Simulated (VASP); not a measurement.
# Hf2N (P4_2/mnm) in VASP: notebook, part 2 of 2

VASP 6.6.1. The steps go on from the part before.

## Step 3: Single point, PBEsol (14.63 Å³/atom)

This run uses another cell than the first one, of 14.63 Å³/atom.

File INCAR:

```
SYSTEM = Hf2N
PREC = Accurate
ENCUT = 520
EDIFF = 1E-6
ISMEAR = 0
SIGMA = 0.1
LREAL = .FALSE.
LASPH = .TRUE.
NELM = 100
ALGO = Normal
ISIF = 2
LWAVE = .FALSE.
LCHARG = .FALSE.
GGA = PS
NBANDS = 34
```

File KPOINTS:

```
regular mesh
0
G
  8 8 12
  0 0 0
```

File POSCAR:

```
Hf2N
1.0
    5.2400473087      0.0000000000      0.0000000000
    0.0000000000      5.2400473087      0.0000000000
    0.0000000000      0.0000000000      3.1972826703
Hf N
4 2
Direct
    0.2950032802      0.2950032802      0.0000000000
    0.7049967198      0.7049967198      0.0000000000
    0.7950032802      0.2049967198      0.5000000000
    0.2049967198      0.7950032802      0.5000000000
    0.0000000000      0.0000000000      0.0000000000
    0.5000000000      0.5000000000      0.5000000000
```

Potentials or basis: VASP PAW PBE potentials, release 64 (Hf_pv, N).

Started as:

```sh
cat potpaw_PBE.64/Hf_pv/POTCAR potpaw_PBE.64/N/POTCAR > POTCAR
mpirun -np 1 vasp_std > vasp.out
```

OUTCAR:

```text
SYSTEM = Hf2N
   PREC = Accurate
   ENCUT = 520
   EDIFF = 1E-6
   ISMEAR = 0
   LREAL = .FALSE.
   LASPH = .TRUE.
   NELM = 100
   ISIF = 2
   GGA = PS

 ion  position               nearest neighbor table
   1  0.295  0.295  0.000-   5 2.19   6 2.21   6 2.21   2 3.04   4 3.11   3 3.11   4 3.11   3 3.11
                             4 3.11   4 3.11   3 3.11   3 3.11   2 3.76   2 3.76
   2  0.705  0.705  0.000-   5 2.19   6 2.21   6 2.21   1 3.04   4 3.11   3 3.11   4 3.11   3 3.11
                             3 3.11   3 3.11   4 3.11   4 3.11   1 3.76   1 3.76
   3  0.795  0.205  0.500-   6 2.19   5 2.21   5 2.21   4 3.04   1 3.11   1 3.11   2 3.11   2 3.11
                             2 3.11   2 3.11   1 3.11   1 3.11   4 3.76   4 3.76
[... 1103 lines left out ...]
  Total        3.1447815      3.1447815      3.0376789     -0.0000000      0.0000000      0.0000000
  in kB       57.3917695     57.3917695     55.4371631     -0.0000000      0.0000000      0.0000000
  external PRESSURE =      56.7402340 kB  Pullay stress =       0.0000000 kB

 VOLUME and BASIS-vectors are now :
 -----------------------------------------------------------------------------
  energy-cutoff  :      520.00
  volume of cell :       87.79
      direct lattice vectors                 reciprocal lattice vectors
     5.240047309  0.000000000  0.000000000     0.190837972  0.000000000  0.000000000
     0.000000000  5.240047309  0.000000000     0.000000000  0.190837972  0.000000000
     0.000000000  0.000000000  3.197282670     0.000000000  0.000000000  0.312765590

 POSITION                                       TOTAL-FORCE (eV/Angst)
 -----------------------------------------------------------------------------------
      1.54583      1.54583      0.00000         0.004503      0.004503      0.000000
      3.69422      3.69422      0.00000        -0.004503     -0.004503      0.000000
      4.16585      1.07419      1.59864         0.004503     -0.004503      0.000000
      1.07419      4.16585      1.59864        -0.004503      0.004503      0.000000
      0.00000      0.00000      0.00000        -0.000000      0.000000      0.000000
      2.62002      2.62002      1.59864        -0.000000      0.000000      0.000000
 -----------------------------------------------------------------------------------
    total drift:                               -0.000000      0.000000     -0.000000

  FREE ENERGIE OF THE ION-ELECTRON SYSTEM (eV)
  ---------------------------------------------------
  free  energy   TOTEN  =       -67.4646222488 eV

  energy  without entropy=      -67.4524832067  energy(sigma->0) =      -67.45855273
```

OSZICAR:

```text
N       E                     dE             d eps       ncg     rms          rms(c)
DAV:   1     0.221456775002E+03    0.22146E+03   -0.27622E+04  7140   0.145E+03
DAV:   2    -0.593952974290E+02   -0.28085E+03   -0.26898E+03  8762   0.361E+02
DAV:   3    -0.738561847125E+02   -0.14461E+02   -0.14105E+02  9172   0.599E+01
DAV:   4    -0.740940536231E+02   -0.23787E+00   -0.23674E+00  8772   0.810E+00
DAV:   5    -0.740986446330E+02   -0.45910E-02   -0.45860E-02  9032   0.937E-01    0.110E+02
DAV:   6    -0.678432693023E+02    0.62554E+01   -0.32888E+01  8500   0.235E+01    0.772E+01
DAV:   7    -0.676480244158E+02    0.19524E+00   -0.48284E+00  8378   0.102E+01    0.173E+01
DAV:   8    -0.674737678746E+02    0.17426E+00   -0.72039E-01  8900   0.365E+00    0.276E+00
DAV:   9    -0.674680780260E+02    0.56898E-02   -0.12733E-01  8334   0.164E+00    0.247E+00
DAV:  10    -0.674647574826E+02    0.33205E-02   -0.24969E-02  8654   0.689E-01    0.839E-01
DAV:  11    -0.674647812181E+02   -0.23735E-04   -0.35099E-03  8732   0.276E-01    0.695E-01
DAV:  12    -0.674646187399E+02    0.16248E-03   -0.49293E-04  8510   0.973E-02    0.210E-01
DAV:  13    -0.674646223630E+02   -0.36230E-05   -0.68960E-05  8634   0.353E-02    0.124E-02
DAV:  14    -0.674646222488E+02    0.11417E-06   -0.14138E-06  5444   0.684E-03
   1 F= -.67464622E+02 E0= -.67458553E+02  d E =-.121390E-01
```

Run time: 4.9 min. Hardware: 1 thread of Intel Xeon 8259CL, shared host; peak memory 0.36 GiB.

Results:

```
Free energy            : -67.4646 eV
Pressure               : 5.7 GPa
Largest force          : 0.006 eV/Å
Band gap on the k mesh : zero (bands 25 and 26 overlap by 2.79 eV)
```

Forces in eV/Å, atoms in the order of the input:
```
Hf   0.005  0.005  0.000
Hf  -0.005 -0.005  0.000
Hf   0.005 -0.005  0.000
Hf  -0.005  0.005  0.000
N    0.000  0.000  0.000
N    0.000  0.000  0.000
```

Levels at points of the mesh, in eV from the Fermi level:
| k point | band 23 | band 24 | band 25 | band 26 | band 27 | band 28 |
| --- | --- | --- | --- | --- | --- | --- |
| (0.00, 0.00, 0.00) | -0.01 | 0.78 | 1.05 | 1.16 | 1.16 | 1.65 |
| (0.50, 0.00, 0.00) | -1.11 | -1.11 | 1.51 | 1.51 | 1.92 | 1.92 |
| (0.50, 0.50, 0.00) | -1.46 | -1.46 | 1.06 | 1.06 | 1.56 | 1.56 |
| (0.00, 0.00, 0.50) | -1.29 | -1.29 | -1.29 | -1.29 | 2.25 | 2.25 |
| (0.50, 0.00, 0.50) | -1.16 | -1.16 | -0.96 | -0.96 | 1.84 | 1.84 |
| (0.50, 0.50, 0.50) | -0.93 | -0.93 | -0.49 | -0.49 | 1.38 | 1.38 |

Caveat: the cell stands under pressure; the PAW data sets were made with another functional, which shifts forces and pressure a little; spin-orbit coupling is left out, which moves the levels of the heavy elements.

## Step 4: Single point, PBEsol

This run uses another cell than the first one, of 15.08 Å³/atom.

File INCAR:

```
SYSTEM = Hf2N
ALGO = Normal
EDIFF = 1E-6
ENCUT = 520
GGA = PS
ISIF = 2
ISMEAR = 0
LASPH = .True.
LCHARG = .False.
LREAL = .False.
LWAVE = .False.
NBANDS = 34
NELM = 60
PREC = Accurate
SIGMA = 0.1
```

File KPOINTS:

```
k-points
0
Gamma
  8 8 12
  0 0 0
```

File POSCAR:

```
Hf2N
1.0
    5.2955389254      0.0000000000      0.0000000000
    0.0000000000      5.2955389254      0.0000000000
    0.0000000000      0.0000000000      3.2274489825
Hf N
4 2
Direct
    0.2954633019      0.2954633019      0.0000000000
    0.7045366981      0.7045366981      0.0000000000
    0.7954633019      0.2045366981      0.5000000000
    0.2045366981      0.7954633019      0.5000000000
    0.0000000000      0.0000000000      0.0000000000
    0.5000000000      0.5000000000      0.5000000000
```

Started as:

```sh
cat potpaw_PBE.64/Hf_pv/POTCAR potpaw_PBE.64/N/POTCAR > POTCAR
mpirun -np 1 vasp_std > vasp.out
```

It took 4.8 min on 1 thread of Intel Xeon 8259CL, shared host; peak memory 0.37 GiB.

The run converged. Its results:

```
Free energy            : -67.5040 eV
Pressure               : -1.0 GPa
Band gap on the k mesh : zero (bands 25 and 26 overlap by 2.70 eV)
```

Forces on the atoms (eV/Å):
```
Hf   0.002  0.002  0.000
Hf  -0.002 -0.002  0.000
Hf   0.002 -0.002  0.000
Hf  -0.002  0.002  0.000
N    0.000  0.000  0.000
N    0.000  0.000  0.000
```

Stress tensor (GPa, compression positive):
```
-0.95  0.00  0.00
 0.00 -0.95  0.00
 0.00  0.00 -1.10
```

Levels at points of the mesh, in eV from the Fermi level:
```
           k point  band 21  band 22  band 23  band 24  band 25  band 26  band 27  band 28  band 29  band 30
(0.00, 0.00, 0.00)    -3.55    -2.16    -0.10     0.79     1.05     1.12     1.12     1.57     1.78     1.78
(0.50, 0.00, 0.00)    -2.50    -2.50    -1.08    -1.08     1.44     1.44     1.88     1.88     1.99     1.99
(0.50, 0.50, 0.00)    -1.78    -1.78    -1.44    -1.44     1.05     1.05     1.52     1.52     1.84     1.84
(0.00, 0.00, 0.50)    -1.46    -1.46    -1.27    -1.27    -1.26    -1.26     2.19     2.19     3.73     3.73
(0.50, 0.00, 0.50)    -1.98    -1.98    -1.17    -1.17    -0.95    -0.95     1.78     1.78     3.86     3.86
(0.50, 0.50, 0.50)    -1.71    -1.71    -0.87    -0.87    -0.55    -0.55     1.30     1.30     2.92     2.92
```

Caveat: the PAW data sets were made with another functional, which shifts forces and pressure a little; spin-orbit coupling is left out, which moves the levels of the heavy elements.

## Step 5: Overview

| cell | gap on the mesh (eV) | pressure (GPa) | largest force (eV/Å) |
| --- | --- | --- | --- |
| a = 5.184, b = 5.184, c = 3.166 Å, 6 atoms | none | 13.5 | 0.01 |
| a = 5.240, b = 5.240, c = 3.197 Å, 6 atoms | none | 5.7 | 0.01 |
| a = 5.296, b = 5.296, c = 3.227 Å, 6 atoms | none | -1.0 | - |

Alike in all rows: task single point; level PBEsol; potentials or basis VASP PAW PBE potentials, release 64 (Hf_pv, N); no spin polarisation; k mesh 8 × 8 × 12; cutoff (eV) 520; smearing gaussian 0.1 eV.

Caveats: the PAW data sets were made with another functional, which shifts forces and pressure a little; spin-orbit coupling is left out, which moves the levels of the heavy elements; the cell stands under pressure (at least some runs).

Total energies depend on the potentials used, so only differences within one code and one set of settings carry meaning.
